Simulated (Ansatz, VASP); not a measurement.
**BiTe: VASP beside Ansatz**

Contents of POSCAR:

```
BiTe
1.0
    2.4227077728      1.3987509848      3.3172919545
   -2.4227077728      1.3987509848      3.3172919545
    0.0000000000     -2.7975019696      3.3172919545
Bi Te
1 1
Direct
    0.5000000000      0.5000000000      0.5000000000
    0.0000000000      0.0000000000      0.0000000000
```

File INCAR.step1:

```
PREC = Accurate ; ENCUT = 520
EDIFF = 1E-5 ; ISMEAR = -1
SIGMA = 0.05 ; LREAL = False
LASPH = True ; NELM = 60
ALGO = Normal ; ISIF = 2
LWAVE = True ; GGA = PE
NBANDS = 18
```

File INCAR.step2:

```
PREC = Accurate ; ENCUT = 520
EDIFF = 1E-6 ; ISMEAR = -1
SIGMA = 0.05 ; LREAL = False
LASPH = True ; NELM = 60
ALGO = Normal ; ISIF = 2
LWAVE = False ; LCHARG = True
GGA = PE ; LHFCALC = True
AEXX = 0.35 ; HFSCREEN = 0.2078699
PRECFOCK = Normal ; LELF = True
LVHAR = True ; ISTART = 1
NBANDS = 18
```

The input KPOINTS:

```
regular mesh
0
Gamma
  4 4 4
```

The input input.yaml:

```yaml
crystal:
  lattice:
    - [2.4227077728, 1.3987509848, 3.3172919545]
    - [-2.4227077728, 1.3987509848, 3.3172919545]
    - [0.0, -2.7975019696, 3.3172919545]
  atoms:
    - { symbol: Bi, position: [0.5, 0.5, 0.5] }
    - { symbol: Te, position: [0.0, 0.0, 0.0] }
hamiltonian:
  xc:
    exchange: pbe
    correlation: pbe
    exx: { coeff: 0.35, omega: 0.2078699 }
  pseudopotentials: { kind: paw }
kpoints:
  mp_grid: { grid: [4, 4, 4] }
scf:
  occupations: { method: fermi_dirac, width: 0.05 }
output:
  forces: true
  stress: true
  eigenvalues: true
  write_density: true
  write_potential: true
  elf: true
  volumetric_format: npy
```

Alike in both runs: task single point; functional PBE-based screened hybrid with a share of 0.35 of exact exchange and HFSCREEN = 0.2078699; k mesh 4 × 4 × 4; occupations fermi-dirac, width 0.05 eV; no spin polarisation.

|  | VASP | Ansatz |
| --- | --- | --- |
| version | VASP 6.6.1 | Ansatz 0.2.0 |
| potentials or method | VASP PAW PBE potentials, release 64 (Bi_d, Te) | Ansatz PAW |
| plane-wave cutoff (eV) | 520 | 420 |
| valence electrons in the cell | 21 | 31 |

```csv
,VASP,Ansatz,Ansatz less VASP
gap on the k mesh at the Fermi level (eV),none,none,-
pressure (GPa),-2.8,-2.5,+0.32
"traceless stress, the component that is largest in VASP (GPa)",0.49,0.38,-0.107
```

VASP's potentials were made for PBE, not for PBE-based screened hybrid. A gap of «none» marks a metal or a gap that the smearing closes. VASP's potentials hold 21 valence electrons a cell and Ansatz's 31, so a difference there can come from the potentials and not from the codes.

The k mesh is coarse, so the values compare programs but aren't converged. Neither program's run includes spin-orbit coupling.
